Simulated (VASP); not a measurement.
# Te3O7 (R-3m) in VASP: notebook

The runs below take Te3O7 through single point, relaxation of cell and atoms, with PBE.

All numbers are computed with VASP 6.6.1; they aren't measurements. Logs are shortened: lines on timing, memory, paths and dates and some standing lists are left out, and cuts for length are marked.

### Step 1. The cell of the first run

The structure is trigonal, space group R-3m (No. 166). Conventional cell: a = 6.000 Å, b = 6.000 Å, c = 24.053 Å, α = 90.00°, β = 90.00°, γ = 120.00°. Te (site symmetry 3m) has 4 O at 1.91 to 2.05 Å within 2.5 Å. Within 2.8 Å of Te (site symmetry -3m) lie 6 O at 2.11 Å. O (site symmetry -3m) has 2 Te at 2.05 Å within 2.7 Å. Within 2.5 Å of O (site symmetry m) lie 2 Te at 1.91 to 2.11 Å.

The cell was generated, and may not be a known phase.

### Step 2. Single point, PBE

Contents of INCAR:

```
PREC     = Accurate       # precision mode
ENCUT    = 520            # plane-wave cutoff, eV
EDIFF    = 1E-6           # SCF threshold, eV
ISMEAR   = 0              # smearing method
SIGMA    = 0.1            # smearing width, eV
LREAL    = False          # projectors in reciprocal space
LASPH    = True           # aspherical terms in the spheres
NELM     = 80             # most SCF steps
ALGO     = Normal         # electronic algorithm
ISIF     = 2              # what is computed and relaxed
LWAVE    = False          # write WAVECAR
LCHARG   = False          # write CHGCAR
GGA      = PE             # functional
NBANDS   = 41             # bands
```

Contents of KPOINTS:

```
regular mesh
0
Gamma
  3 3 3
```

Contents of POSCAR:

```
Te3O7
1.0
    2.9998324799      1.7319540915      8.0177336282
   -2.9998324799      1.7319540915      8.0177336282
    0.0000000000     -3.4639081780      8.0177336292
Te O
3 7
Direct
    0.4148591725      0.4148591725      0.4148591725
    0.5851408275      0.5851408275      0.5851408275
    0.0000000000      0.0000000000      0.0000000000
    0.5000000000      0.5000000000      0.5000000000
    0.2148170823      0.2148170823      0.7300181042
    0.7300181042      0.2148170823      0.2148170823
    0.2148170823      0.7300181042      0.2148170823
    0.7851829177      0.2699818958      0.7851829177
    0.2699818958      0.7851829177      0.7851829177
    0.7851829177      0.7851829177      0.2699818958
```

Potentials or basis: VASP PAW PBE potentials, release 64 (Te, O).

Command:

```console
cat potpaw_PBE.64/Te/POTCAR potpaw_PBE.64/O/POTCAR > POTCAR
mpirun -np 1 vasp_std > vasp.out
```

OUTCAR:

```text
PREC = Accurate
   ENCUT = 520
   EDIFF = 1E-6
   ISMEAR = 0
   LREAL = False
   LASPH = True
   NELM = 80
   ISIF = 2
   GGA = PE

 ion  position               nearest neighbor table
   1  0.415  0.415  0.415-   6 1.91   7 1.91   5 1.91   4 2.05
   2  0.585  0.585  0.585-   8 1.91   9 1.91  10 1.91   4 2.05
   3  0.000  0.000  0.000-   6 2.11   7 2.11   8 2.11   9 2.11   5 2.11  10 2.11
   4  0.500  0.500  0.500-   1 2.05   2 2.05
   5  0.215  0.215  0.730-   1 1.91   3 2.11
   6  0.730  0.215  0.215-   1 1.91   3 2.11
   7  0.215  0.730  0.215-   1 1.91   3 2.11
   8  0.785  0.270  0.785-   2 1.91   3 2.11
   9  0.270  0.785  0.785-   2 1.91   3 2.11
  10  0.785  0.785  0.270-   2 1.91   3 2.11

  LATTYP: Found a trigonal (rhomboedric) cell.
 ALAT       =     8.7339975049
 COS(alpha) =     0.7640620103

  Lattice vectors:

 A1 = (   2.9998324799,   1.7319540915,   8.0177336282)
 A2 = (  -2.9998324799,   1.7319540915,   8.0177336282)
 A3 = (   0.0000000000,  -3.4639081780,   8.0177336292)

Analysis of symmetry for initial positions (statically):
=====================================================================
 Subroutine PRICEL returns:
 Original cell was already a primitive cell.

 Routine SETGRP: Setting up the symmetry group for a
 trigonal (rhombohedral) supercell.

 Subroutine GETGRP returns: Found 12 space group operations
 (whereof 12 operations were pure point group operations)
 out of a pool of 12 trial point group operations.

The static configuration has the point symmetry D_3d.

Analysis of symmetry for dynamics (positions and initial velocities):
=====================================================================
 Subroutine PRICEL returns:
 Original cell was already a primitive cell.

 Routine SETGRP: Setting up the symmetry group for a
 trigonal (rhombohedral) supercell.

 Subroutine GETGRP returns: Found 12 space group operations
 (whereof 12 operations were pure point group operations)
 out of a pool of 12 trial point group operations.

The dynamic configuration has the point symmetry D_3d.

 Subroutine INISYM returns: Found 12 space group operations
 (whereof 12 operations are pure point group operations),
 and found     1 'primitive' translations

----------------------------------------------------------------------------------------

                                     Primitive cell

  volume of cell :     249.9403

  direct lattice vectors                    reciprocal lattice vectors
     2.999832480  1.731954092  8.017733628     0.166675974  0.096230418  0.041574508
    -2.999832480  1.731954092  8.017733628    -0.166675974  0.096230418  0.041574508
     0.000000000 -3.463908178  8.017733629     0.000000000 -0.192460837  0.041574508

  length of vectors
     8.733997505  8.733997505  8.733997505     0.196900009  0.196900009  0.196900009

  position of ions in fractional coordinates (direct lattice)
     0.414859173  0.414859173  0.414859173
     0.585140827  0.585140827  0.585140827
     0.000000000  0.000000000  0.000000000
     0.500000000  0.500000000  0.500000000
     0.214817082  0.214817082  0.730018104
     0.730018104  0.214817082  0.214817082
     0.214817082  0.730018104  0.214817082
     0.785182918  0.269981896  0.785182918
     0.269981896  0.785182918  0.785182918
     0.785182918  0.785182918  0.269981896

  ion indices of the primitive-cell ions
   primitive index   ion index
                 1           1
                 2           2
                 3           3
                 4           4
                 5           5
                 6           6
                 7           7
                 8           8
                 9           9
                10          10

----------------------------------------------------------------------------------------

 KPOINTS: regular mesh

Automatic generation of k-mesh.
 Grid dimensions read from file:
 generate k-points for:    3    3    3

 Generating k-lattice:

  Cartesian coordinates                     Fractional coordinates (reciprocal lattice)
     0.055558658  0.032076806  0.013858169     0.333333333  0.000000000  0.000000000
    -0.055558658  0.032076806  0.013858169     0.000000000  0.333333333  0.000000000
     0.000000000 -0.064153612  0.013858169    -0.000000000 -0.000000000  0.333333333

  Length of vectors
     0.065633336  0.065633336  0.065633336

  Shift w.r.t. Gamma in fractional coordinates (k-lattice)
     0.000000000  0.000000000  0.000000000

 Subroutine IBZKPT returns following result:
 ===========================================

 Found      6 irreducible k-points:

 Following reciprocal coordinates:
            Coordinates               Weight
  0.000000  0.000000  0.000000      1.000000
  0.333333  0.000000 -0.000000      6.000000
  0.333333  0.333333 -0.000000      6.000000
 -0.333333  0.333333  0.000000      6.000000
  0.333333  0.333333  0.333333      2.000000
 -0.333333  0.333333  0.333333      6.000000
[... 46 lines left out ...]
   IVDW    =     0    specifies the selected vdW correction
   LEPSILON=     F    determine dielectric tensor
   LRPA    =     F    only Hartree local field effects (RPA)
 non-spin polarized calculation
 Gauss-broadening in eV      SIGMA  =   0.10
  energy-cutoff  :      520.00
  volume of cell :      249.94
 maximum number of plane-waves:      6755
 NGX is ok and might be reduce to    70
   NGX = 33   NGY = 33   NGZ = 33

 number of electron      60.0000003 magnetization

 Free energy of the ion-electron system (eV)
  ---------------------------------------------------
  ext. energy  EPLUGINS =         0.00000000
  ---------------------------------------------------
  free energy    TOTEN  =       -51.82313846 eV

  energy without entropy =      -51.82309364  energy(sigma->0) =      -51.82311605

 E-fermi :   0.5447     XC(G=0):  -6.9007

 val. band max:        0.2931817719   @ k =   0.3333   0.3333  -0.0000
 cond. band min:       0.7962588839   @ k =   0.3333   0.3333  -0.0000
 fundamental gap:      0.5030771121
 Fermi energy:         0.5447203370

 k-point     1 :       0.0000    0.0000    0.0000
  band No.  band energies     occupation
      1     -19.5499      2.00000
      2     -18.8954      2.00000
      3     -17.8371      2.00000
      4     -17.7214      2.00000
      5     -17.7214      2.00000
      6     -17.4466      2.00000
[... 33 lines left out ...]
     40       7.5243      0.00000
     41       7.5243      0.00000

 k-point     2 :       0.3333    0.0000   -0.0000
  band No.  band energies     occupation
      1     -19.2951      2.00000
      2     -18.8423      2.00000
      3     -18.2418      2.00000
      4     -17.7282      2.00000
      5     -17.6931      2.00000
      6     -17.6681      2.00000
[... 33 lines left out ...]
     40       6.7800      0.00000
     41       7.2052      0.00000

 k-point     3 :       0.3333    0.3333   -0.0000
  band No.  band energies     occupation
      1     -19.2785      2.00000
      2     -18.8598      2.00000
      3     -18.2727      2.00000
      4     -17.7381      2.00000
      5     -17.7288      2.00000
      6     -17.5826      2.00000
[... 33 lines left out ...]
     40       6.8836      0.00000
     41       7.2889      0.00000

 k-point     4 :      -0.3333    0.3333    0.0000
  band No.  band energies     occupation
      1     -19.0316      2.00000
      2     -18.7913      2.00000
      3     -18.6292      2.00000
      4     -17.7952      2.00000
      5     -17.6858      2.00000
      6     -17.5796      2.00000
[... 33 lines left out ...]
     40       6.9331      0.00000
     41       7.6011      0.00000

 k-point     5 :       0.3333    0.3333    0.3333
  band No.  band energies     occupation
      1     -19.4778      2.00000
      2     -19.0502      2.00000
      3     -17.7209      2.00000
      4     -17.7209      2.00000
      5     -17.7138      2.00000
      6     -17.4472      2.00000
[... 33 lines left out ...]
     40       7.2727      0.00000
     41       7.3021      0.00000

 k-point     6 :      -0.3333    0.3333    0.3333
  band No.  band energies     occupation
      1     -19.1784      2.00000
      2     -19.0328      2.00000
      3     -18.1816      2.00000
      4     -17.7356      2.00000
      5     -17.7282      2.00000
      6     -17.5931      2.00000
[... 33 lines left out ...]
     40       6.6712      0.00000
     41       7.1251      0.00000

------------------------ aborting loop because EDIFF is reached ----------------------------------------

  FORCE on cell =-STRESS in cart. coord.  units (eV):
  Direction    XX          YY          ZZ          XY          YZ          ZX
  --------------------------------------------------------------------------------------
  -------------------------------------------------------------------------------------
  Total       -0.6661776     -0.6661776     -0.5806631      0.0000000      0.0000000      0.0000000
  in kB       -4.2703588     -4.2703588     -3.7221902      0.0000000      0.0000000      0.0000000
  external PRESSURE =      -4.0876359 kB  Pullay stress =       0.0000000 kB

 VOLUME and BASIS-vectors are now :
 -----------------------------------------------------------------------------
  energy-cutoff  :      520.00
  volume of cell :      249.94
      direct lattice vectors                 reciprocal lattice vectors
     2.999832480  1.731954092  8.017733628     0.166675974  0.096230418  0.041574508
    -2.999832480  1.731954092  8.017733628    -0.166675974  0.096230418  0.041574508
     0.000000000 -3.463908178  8.017733629     0.000000000 -0.192460837  0.041574508

 POSITION                                       TOTAL-FORCE (eV/Angst)
 -----------------------------------------------------------------------------------
      0.00000      0.00000      9.97869        -0.000000      0.000000      0.079610
      0.00000      0.00000     14.07451        -0.000000     -0.000000     -0.079610
      0.00000      0.00000      0.00000        -0.000000     -0.000000     -0.000000
      0.00000      0.00000     12.02660        -0.000000     -0.000000     -0.000000
      0.00000     -1.78461      9.29778        -0.000000     -0.039870     -0.044287
      1.54552      0.89230      9.29778         0.034528      0.019935     -0.044287
     -1.54552      0.89230      9.29778        -0.034528      0.019935     -0.044287
      1.54552     -0.89230     14.75542         0.034528     -0.019935      0.044287
     -1.54552     -0.89230     14.75542        -0.034528     -0.019935      0.044287
      0.00000      1.78461     14.75542        -0.000000      0.039870      0.044287
 -----------------------------------------------------------------------------------
    total drift:                                0.000000     -0.000000      0.000000

  FREE ENERGIE OF THE ION-ELECTRON SYSTEM (eV)
  ---------------------------------------------------
  free  energy   TOTEN  =       -51.8231384559 eV

  energy  without entropy=      -51.8230936443  energy(sigma->0) =      -51.82311605
```

It took 5 min on 1 thread of Intel Xeon 6975P-C (Granite Rapids), shared host; peak memory 0.67 GiB.

What came out:

```
Free energy            : -51.8231 eV
Pressure               : -0.4 GPa
Largest force          : 0.080 eV/Å
Band gap on the k mesh : 0.50 eV
```

Forces on the atoms (eV/Å):
```
Te   0.000  0.000  0.080
Te   0.000  0.000 -0.080
Te   0.000  0.000  0.000
O    0.000  0.000  0.000
O    0.000 -0.040 -0.044
O    0.035  0.020 -0.044
O   -0.035  0.020 -0.044
O    0.035 -0.020  0.044
O   -0.035 -0.020  0.044
O    0.000  0.040  0.044
```

Caveat: spin-orbit coupling is left out, which moves the levels of the heavy elements. A k mesh can miss the band edges.

### Step 3. Single point, PBE

This run uses another cell than the first one, of 27.46 Å³/atom.

Contents of INCAR:

```
SYSTEM = Te3O7
PREC = Accurate
ENCUT = 520
EDIFF = 1E-6
ISMEAR = 0
SIGMA = 0.1
LREAL = .FALSE.
LASPH = .TRUE.
NELM = 60
ALGO = Normal
ISIF = 2
LWAVE = .FALSE.
LCHARG = .TRUE.
GGA = PE
LELF = .TRUE.
LVHAR = .TRUE.
NBANDS = 41
```

Contents of KPOINTS:

```
regular mesh
0
G
  3 3 3
  0 0 0
```

Contents of POSCAR:

```
Te3O7
1.0
    3.1384103300      1.8119620500      8.0486582700
   -3.1384103300      1.8119620500      8.0486582700
    0.0000000000     -3.6239240900      8.0486582700
Te O
3 7
Direct
    0.4160641100      0.4160641100      0.4160641100
    0.5839358900      0.5839358900      0.5839358900
    0.0000000000      0.0000000000      0.0000000000
    0.5000000000      0.5000000000      0.5000000000
    0.2080320600      0.2080320600      0.7080320600
    0.7080320600      0.2080320600      0.2080320600
    0.2080320600      0.7080320600      0.2080320600
    0.7919679400      0.2919679400      0.7919679400
    0.2919679400      0.7919679400      0.7919679400
    0.7919679400      0.7919679400      0.2919679400
```

Potentials or basis: VASP PAW PBE potentials, release 64 (Te, O).

Command:

```console
cat potpaw_PBE.64/Te/POTCAR potpaw_PBE.64/O/POTCAR > POTCAR
mpirun -np 1 vasp_std > vasp.out
```

Wall time 5 min (1 thread of Intel Xeon 6975P-C (Granite Rapids), shared host); peak memory 0.69 GiB.

It converged, with:

```
Free energy            : -49.5802 eV
Pressure               : -6.3 GPa
Largest force          : 4.069 eV/Å
Band gap on the k mesh : 0.09 eV
```

Forces on the atoms (eV/Å):
```
Te   0.000  0.000 -4.069
Te   0.000  0.000  4.069
Te   0.000  0.000  0.000
O    0.000  0.000  0.000
O    0.000  0.906  1.527
O   -0.785 -0.453  1.527
O    0.785 -0.453  1.527
O   -0.785  0.453 -1.527
O    0.785  0.453 -1.527
O    0.000 -0.906 -1.527
```

Stress tensor (GPa, compression positive):
```
-7.92  0.00  0.00
 0.00 -7.92  0.00
 0.00  0.00 -3.05
```

Levels at points of the mesh, in eV from the valence-band top:
```tsv
k point	band 26	band 27	band 28	band 29	band 30	band 31	band 32	band 33	band 34	band 35
(0.00, 0.00, 0.00)	-1.09	-0.84	-0.84	-0.36	-0.26	0.69	2.32	2.32	3.18	3.18
```

Caveat: the cell stands under tension; spin-orbit coupling is left out, which moves the levels of the heavy elements; forces of over 1 eV/Å act on the atoms, so gaps and moduli don't describe the material at rest. A k mesh can miss the band edges.

### Step 4. Relaxation of cell and atoms, PBE

This run uses another cell than the first one, of 27.46 Å³/atom.

Contents of INCAR:

```
  PREC = Accurate
  ENCUT = 600
  EDIFF = 1E-7
  ISMEAR = 0
  SIGMA = 0.1
  LREAL = F
  LASPH = T
  NELM = 60
  ALGO = Normal
  ISIF = 3
  LWAVE = F
  LCHARG = F
  GGA = PE
  IBRION = 2
  NSW = 90
  EDIFFG = -0.04
```

Contents of KPOINTS:

```
regular mesh
0
Gamma
  3 3 3
```

POSCAR is that of step 3.

Command:

```console
cat potpaw_PBE.64/Te/POTCAR potpaw_PBE.64/O/POTCAR > POTCAR
mpirun -np 1 vasp_std > vasp.out
```

Run time: 52 min. Hardware: 1 thread of Intel Xeon 6975P-C (Granite Rapids), shared host; peak memory 0.81 GiB.

It converged, with:

* Free energy: -51.8747 eV
* Relaxed volume: 24.76 Å³/atom
* Relaxed cell: a = 8.730 Å, b = 8.730 Å, c = 8.730 Å, α = 39.99°, β = 39.99°, γ = 39.99°
* Space group after relaxing (to 0.1 Å): R-3m (No. 166)
* Energy gained by relaxing: 228.0 meV/atom
* Ionic steps: 17
* Pressure after relaxing: 0.1 GPa
* Largest force after relaxing: 0.028 eV/Å
* Band gap on the k mesh: 0.51 eV

Forces in eV/Å, atoms in the order of the input:
```
Te   0.000  0.000  0.023
Te   0.000  0.000 -0.023
Te   0.000  0.000  0.000
O    0.000  0.000  0.000
O    0.000 -0.026  0.009
O    0.023  0.013  0.009
O   -0.023  0.013  0.009
O    0.023 -0.013 -0.009
O   -0.023 -0.013 -0.009
O    0.000  0.026 -0.009
```

The path:
```tsv
step	energy change (eV)	largest force (eV/Å)	pressure (GPa)	volume (Å³)
1	0.0000	4.0697	-6.38	274.62
2	-0.4594	5.6941	12.36	233.30
3	-1.5820	1.0310	1.27	249.49
4	-1.5826	0.9978	1.52	249.00
5	-1.8194	1.1103	0.64	253.70
6	-1.8505	1.5536	0.34	256.03
7	-1.9925	0.4108	-1.86	259.91
8	-1.9976	0.3955	-2.31	260.81
9	-2.1236	0.5736	-0.97	254.78
10	-2.1630	0.9770	0.44	249.36
11	-2.2421	0.4064	1.06	247.27
12	-2.2441	0.4740	1.18	246.88
13	-2.2703	0.0962	-0.96	250.54
14	-2.2769	0.1989	-0.32	249.39
15	-2.2800	0.0726	-0.11	248.21
16	-2.2800	0.0565	-0.12	248.28
17	-2.2803	0.0277	0.11	247.62
```

Final structure:
```
Te O
1.0
     2.98526    1.72354    8.02111
    -2.98526    1.72354    8.02111
     0.00000   -3.44708    8.02111
Te O
3 7
Direct
  0.41503 0.41503 0.41503
  0.58497 0.58497 0.58497
  0.00000 0.00000 0.00000
  0.50000 0.50000 0.50000
  0.21436 0.21436 0.72989
  0.72989 0.21436 0.21436
  0.21436 0.72989 0.21436
  0.78564 0.27011 0.78564
  0.27011 0.78564 0.78564
  0.78564 0.78564 0.27011
```

Levels at points of the mesh, in eV from the valence-band top:
```csv
k point,band 26,band 27,band 28,band 29,band 30,band 31,band 32,band 33,band 34,band 35
"(0.00, 0.00, 0.00)",-1.77,-1.69,-1.69,-1.45,-0.67,1.62,2.76,2.76,4.30,4.30
```

Caveat: spin-orbit coupling is left out, which moves the levels of the heavy elements.

### Step 5. Overview

| task | cell | cutoff (eV) | gap on the mesh (eV) | pressure (GPa) | largest force (eV/Å) |
| --- | --- | --- | --- | --- | --- |
| single point | a = 8.734 Å, angles 40.2°, 10 atoms, atomic positions A | 520 | 0.50 | -0.4 | 0.08 |
| single point | a = 8.827 Å, angles 41.7°, 10 atoms, atomic positions B | 520 | 0.09 | -6.3 | 4.07 |
| relaxation of cell and atoms | relaxed from a = 8.827 Å, angles 41.7°, 10 atoms, atomic positions B | 600 | 0.51 | 0.1 | 0.03 |

Alike in all rows: level PBE; potentials or basis VASP PAW PBE potentials, release 64 (Te, O); no spin polarisation; k mesh 3 × 3 × 3; smearing gaussian 0.1 eV.

Caveats: spin-orbit coupling is left out, which moves the levels of the heavy elements; the cell stands under tension (at least some runs); forces of over 1 eV/Å act on the atoms, so gaps and moduli don't describe the material at rest (at least some runs).

Total energies depend on the potentials used, so only differences within one code and one set of settings carry meaning.
